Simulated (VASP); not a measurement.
Runs of VASP 6.6.1 on TaN. The structure is that of space group P-6m2 (No. 187), or close to it. The cells are those of the table. 

```csv
cell,gap on the mesh (eV),pressure (GPa),largest force (eV/Å)
"a = 2.938, b = 2.905, c = 2.883 Å, angles 90.0, 90.0, 120.4°, 2 atoms",none,(b),0.03
"a = 2.938, b = 2.971, c = 2.883 Å, angles 90.0, 90.0, 119.6°, 2 atoms",none,-8.8,0.02
"a = 2.938, b = 2.949, c = 2.883 Å, angles 90.0, 90.0, 119.9°, 2 atoms",none,(a),0.01
"a = 2.938, b = 2.916, c = 2.883 Å, angles 90.0, 90.0, 120.2°, 2 atoms",none,-0.6,0.02
"a = 2.938, b = 2.927, c = 2.883 Å, angles 90.0, 90.0, 120.1°, 2 atoms",none,-2.4,0.01
```

Alike in all rows: task single point; level PBEsol; potentials or basis VASP PAW PBE potentials, release 64 (Ta_pv, N); no spin polarisation; k mesh 18 × 18 × 16; cutoff (eV) 520; smearing gaussian 0.15 eV.

Problem. Fill in the values left out.

Solution. (a) -5.7; (b) 1.2.

Caveats: the PAW data sets were made with another functional, which shifts forces and pressure a little; spin-orbit coupling is left out, which moves the levels of the heavy elements; the cell stands under tension (at least some runs).

A k mesh can miss the band edges, and the runs leave out spin-orbit coupling on Ta.

A gap of «none» marks levels without a gap at the run's occupations.
